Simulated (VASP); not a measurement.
A run of VASP 6.6.1:

The input POSCAR:

```
Al2O3
1.0
    2.3200821653      1.3395000627      4.4399267083
   -2.3200821653      1.3395000627      4.4399267083
    0.0000000000     -2.6790001254      4.4399267083
Al O
4 6
Direct
    0.8519165699      0.8519165699      0.8519165699
    0.6480834301      0.6480834301      0.6480834301
    0.1480834301      0.1480834301      0.1480834301
    0.3519165699      0.3519165699      0.3519165699
    0.0563854984      0.4436145016      0.7500000000
    0.7500000000      0.0563854984      0.4436145016
    0.4436145016      0.7500000000      0.0563854984
    0.9436145016      0.5563854984      0.2500000000
    0.2500000000      0.9436145016      0.5563854984
    0.5563854984      0.2500000000      0.9436145016
```

The input INCAR.step1:

```
SYSTEM = Al2O3
PREC = Accurate
ENCUT = 520
ISMEAR = 0
SIGMA = 0.05
LREAL = .FALSE.
LASPH = .TRUE.
NELM = 60
NBANDS = 35
GGA = PE
ALGO = Normal
EDIFF = 1E-4
LWAVE = .TRUE.
LCHARG = .FALSE.
```

Contents of INCAR.step2:

```
SYSTEM = Al2O3
PREC = Accurate
ENCUT = 520
EDIFF = 1E-6
ISMEAR = 0
SIGMA = 0.05
LREAL = .FALSE.
LASPH = .TRUE.
NELM = 60
ALGO = Normal
ISIF = 2
LWAVE = .FALSE.
LCHARG = .FALSE.
METAGGA = R2SCAN
LMIXTAU = .TRUE.
NBANDS = 35
ISTART = 1
```

The input KPOINTS:

```
Automatic mesh
0
G
  6 6 6
  0 0 0
```

Potentials or basis: VASP PAW PBE potentials, release 64 (Al, O).

Run with:

```sh
$ cat potpaw_PBE.64/Al/POTCAR potpaw_PBE.64/O/POTCAR > POTCAR
$ cp INCAR.step1 INCAR
$ mpirun -np 1 vasp_std > vasp.out
$ cp INCAR.step2 INCAR
$ mpirun -np 1 vasp_std > vasp.out
```

Hardware: 1 thread of Intel(R) Xeon(R) 6975P-C (Granite Rapids) (shared host).

Problem. Estimate the wall time of this run.

Solution. It took 2.9 min on 1 thread of Intel(R) Xeon(R) 6975P-C (Granite Rapids) (shared host), peak memory 0.28 GiB. Counts: k points 32.
